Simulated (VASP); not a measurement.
Set up this calculation in VASP 6.6.1, as the native input.

| Quantity | Value |
| --- | --- |
| Task | single point |
| Functional | PBEsol |
| Dispersion | D3(BJ) |
| Potentials or basis | VASP PAW PBE potentials, release 64 (W_sv, S) |
| Cutoff | 520 eV |
| k mesh | 12 × 12 × 4 |
| Occupations | gaussian, width 0.05 eV |
| Spin | no spin polarisation |
| Dipole correction | no |
| Further INCAR settings | ALGO = Normal; EDIFF = 1e-06; NBANDS = 35 |

The structure of WS2 lies in POSCAR:

```
WS2
1.0
    3.1147273971      0.0000000000      0.0000000000
   -1.5573636985      2.6974330517      0.0000000000
    0.0000000000      0.0000000000     11.7722466704
W S
2 4
Direct
    0.3333333333      0.6666666667      0.2500000000
    0.6666666667      0.3333333333      0.7500000000
    0.2984456235      0.6492228117      0.6234419047
    0.6317789568      0.3158894784      0.1234419047
    0.2984456235      0.6492228117      0.8905355223
    0.6317789568      0.3158894784      0.3905355223
```

This cell differs from its parent crystal: all S atoms moved +0.125 Å, as atom 3 towards its neighbour atom 2 (W) at 2.389 Å.

One way to write it, as run:

INCAR

```
SYSTEM = WS2
PREC     = Accurate       ! precision mode
ENCUT    = 520            ! plane-wave cutoff, eV
EDIFF    = 1E-6           ! SCF threshold, eV
ISMEAR   = 0              ! smearing method
SIGMA    = 0.05           ! smearing width, eV
LREAL    = .False.        ! projectors in reciprocal space
LASPH    = .True.         ! aspherical terms in the spheres
NELM     = 60             ! most SCF steps
ALGO     = Normal         ! electronic algorithm
ISIF     = 2              ! what is computed and relaxed
LWAVE    = .False.        ! write WAVECAR
LCHARG   = .False.        ! write CHGCAR
GGA      = PS             ! functional
IVDW     = 12             ! dispersion correction
NBANDS   = 35             ! bands
```

KPOINTS

```
Automatic mesh
0
Gamma
  12 12 4
  0 0 0
```

Potentials or basis: VASP PAW PBE potentials, release 64 (W_sv, S).

The run is started by

```console
$ cat potpaw_PBE.64/W_sv/POTCAR potpaw_PBE.64/S/POTCAR > POTCAR
$ mpirun -np 1 vasp_std > vasp.out
```

Results of the run:

```
Pressure                   : 1.6 GPa
Largest force              : 3.581 eV/Å
Band gap on the k mesh     : 0.58 eV (least direct gap 1.62 eV)
Dispersion energy per atom : -0.416 eV
```

Caveat: the cell differs from its parent crystal (all S atoms moved +0.125 Å, as atom 3 towards its neighbour atom 2 (W) at 2.389 Å); the PAW data sets were made with another functional, which shifts forces and pressure a little; spin-orbit coupling is left out, which moves the levels of the heavy elements.

Wall time 11 min on 1 thread of Intel(R) Xeon(R) Platinum 8259CL CPU @ 2.50GHz (Skylake/Cascade Lake), on a shared host, peak memory 0.54 GiB.
